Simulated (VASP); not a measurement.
Runs of VASP 6.6.1 on CdSe. The structure is that of space group R3m (No. 160), or close to it. The cells are those of the table. 

```tsv
cell	gap on the mesh (eV)	pressure (GPa)	largest force (eV/Å)
a = 4.033, b = 4.033, c = 4.261 Å, angles 61.8, 61.8, 60.0°, 2 atoms	0.56	8.9	0.86
a = 4.168, b = 4.168, c = 3.957 Å, angles 58.2, 58.2, 60.0°, 2 atoms	0.65	15.4	(d)
a = 4.255, b = 4.255, c = 4.039 Å, angles 58.2, 58.2, 60.0°, 2 atoms	0.60	9.1	1.30
a = 3.898, b = 3.898, c = 4.238 Å, angles 62.6, 62.6, 60.0°, 2 atoms	0.48	16.3	1.57
a = 4.225, b = 4.225, c = 3.911 Å, angles 57.3, 57.3, 60.0°, 2 atoms	0.63	16.7	2.71
a = 4.338, b = 4.338, c = 4.118 Å, angles 58.2, 58.2, 60.0°, 2 atoms	0.55	4.4	1.02
a = 3.951, b = 3.951, c = 4.174 Å, angles 61.8, 61.8, 60.0°, 2 atoms	0.63	15.3	1.13
a = 3.979, b = 3.979, c = 4.326 Å, angles 62.6, 62.6, 60.0°, 2 atoms	(c)	9.8	1.17
a = 4.642, b = 4.642, c = 4.406 Å, angles 58.2, 58.2, 60.0°, 2 atoms	(a)	-4.9	(b)
a = 4.312, b = 4.312, c = 3.992 Å, angles 57.3, 57.3, 60.0°, 2 atoms	0.62	10.2	2.18
a = 4.057, b = 4.057, c = 4.410 Å, angles 62.6, 62.6, 60.0°, 2 atoms	0.40	5.1	0.85
a = 4.112, b = 4.112, c = 4.344 Å, angles 61.8, 61.8, 60.0°, 2 atoms	0.48	4.3	0.63
```

Alike in all rows: task single point; level PBEsol; potentials or basis VASP PAW PBE potentials, release 64 (Cd, Se); no spin polarisation; k mesh 10 × 10 × 10; cutoff (eV) 520; smearing gaussian 0.05 eV.

Estimate the missing entries.

(a) 0.35; (b) 0.31; (c) 0.45; (d) 1.63.

Caveats: the PAW data sets were made with another functional, which shifts forces and pressure a little.

A k mesh can miss the band edges, and the runs leave out spin-orbit coupling on Cd, Se.
